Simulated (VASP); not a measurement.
Crystal: Al.

```xyz
1
Lattice="0.0000 2.0248 2.0248 2.0248 0.0000 2.0248 2.0248 2.0248 0.0000" Properties=species:S:1:pos:R:3 pbc="T T T"
Al    0.0000    0.0000    0.0000
```

| Quantity | Value |
| --- | --- |
| Program | VASP 6.6.1 |
| Task | relaxation of cell and atoms |
| Functional | r2SCAN |
| Potentials or basis | VASP PAW PBE potentials, release 64 (Al) |
| Cutoff | 600 eV |
| k mesh | 11 × 11 × 11 |
| Occupations | methfessel-paxton, width 0.1 eV |
| Spin | no spin polarisation |

At the start: pressure -3.7 GPa; volume 16.60 Å³/atom.

Q: Where does the relaxation end?

A: Over 3 steps the energy falls by 8.6 meV/atom and the volume is 15.88 Å³/atom (-4.3 %); space group Fm-3m (No. 225, to 0.05 Å).

The path:
| step | energy change (eV) | largest force (eV/Å) | pressure (GPa) | volume (Å³) |
| --- | --- | --- | --- | --- |
| 1 | 0.0000 | 0.0000 | -3.66 | 16.60 |
| 2 | -0.0080 | 0.0000 | 1.07 | 15.71 |
| 3 | -0.0086 | 0.0000 | 0.03 | 15.88 |

Final structure:
```
CELL_PARAMETERS angstrom
0.00000 1.99514 1.99514
1.99514 0.00000 1.99514
1.99514 1.99514 0.00000
ATOMIC_POSITIONS crystal
Al 0.00000 0.00000 0.00000
```

Caveat: the PAW data sets were made with another functional, which shifts forces and pressure a little.
